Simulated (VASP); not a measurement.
Crystal: HfC.

```
Hf C
1.0
     0.00000    2.32500    2.32500
     2.32500    0.00000    2.32500
     2.32500    2.32500    0.00000
Hf C
1 1
Direct
  0.48449 0.52725 0.49877
  0.00201 0.01906 0.97613
```

This cell differs from its parent crystal: atoms moved at random.

```yaml
Program: VASP 6.6.1
Task: relaxation of the atoms
Functional: PBEsol
Dispersion: D4
Potentials_or_basis: VASP PAW PBE potentials, release 64 (Hf_pv, C)
Cutoff: 520 eV
k_mesh: 8 × 8 × 8
Occupations: fermi-dirac, width 0.15 eV
Spin: no spin polarisation
Hubbard_terms: Hf d U = 1.0 eV
```

At the start: pressure -4.8 GPa; volume 12.57 Å³/atom.

Q: How do energy, volume and symmetry change on relaxing?

A: Over 3 steps the energy falls by 11.5 meV/atom; space group Fm-3m (No. 225, to 0.05 Å).

Step by step:
| step | energy change (eV) | largest force (eV/Å) | pressure (GPa) |
| --- | --- | --- | --- |
| 1 | 0.0000 | 0.5962 | -4.83 |
| 2 | -0.0216 | 0.1494 | -5.33 |
| 3 | -0.0230 | 0.0012 | -5.36 |

Final structure:
```yaml
crystal:
  lattice:
    - [0.00000, 2.32500, 2.32500]
    - [2.32500, 0.00000, 2.32500]
    - [2.32500, 2.32500, 0.00000]
  atoms:
    - { symbol: Hf, position: [0.49325, 0.52314, 0.48746] }
    - { symbol: C, position: [0.99325, 0.02318, 0.98744] }
```

Caveat: the cell differs from its parent crystal (atoms moved at random); the PAW data sets were made with another functional, which shifts forces and pressure a little; U without spin polarisation on a metal has little footing; pairwise dispersion overbinds metals, which lowers pressure and volume; the U is typed as a test and isn't derived for this compound.
